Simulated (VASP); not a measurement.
Write the native input for VASP 6.6.1 that does the following.

```
Task                   : single point
Functional             : PBE
Potentials or basis    : VASP PAW PBE potentials, release 64 (Rh_pv)
Cutoff                 : 500 eV
k mesh                 : 20 × 20 × 20
Occupations            : fermi-dirac, width 0.1 eV
Spin                   : no spin polarisation
Dipole correction      : no
Further INCAR settings : ALGO = Normal; EDIFF = 1e-06; NBANDS = 14
```

The structure of Rh lies in POSCAR:

```
Rh
1.0
    0.0000000000      1.9159492436      1.9159492436
    1.9159492436      0.0000000000      1.9159492436
    1.9159492436      1.9159492436      0.0000000000
Rh
1
Direct
    0.0000000000      0.0000000000      0.0000000000
```

These files were run (other wordings do the same):

INCAR

```
  PREC = Accurate
  ENCUT = 500
  EDIFF = 1E-6
  ISMEAR = -1
  SIGMA = 0.1
  LREAL = F
  LASPH = T
  NELM = 120
  ALGO = Normal
  ISIF = 2
  LWAVE = F
  LCHARG = F
  GGA = PE
  NBANDS = 14
  GGA_COMPAT = F
```

KPOINTS

```
Automatic mesh
0
Gamma
  20 20 20
```

Potentials or basis: VASP PAW PBE potentials, release 64 (Rh_pv).

Command:

```console
$ cat potpaw_PBE.64/Rh_pv/POTCAR > POTCAR
$ mpirun -np 1 vasp_std > vasp.out
```

It gave:

* Pressure: 0.1 GPa
* Band gap on the k mesh: zero (an odd number of electrons rules out a gap without spin polarisation)

Wall time 16 s on 1 thread of Intel(R) Xeon(R) 6975P-C (Granite Rapids), on a shared host, peak memory 0.16 GiB.
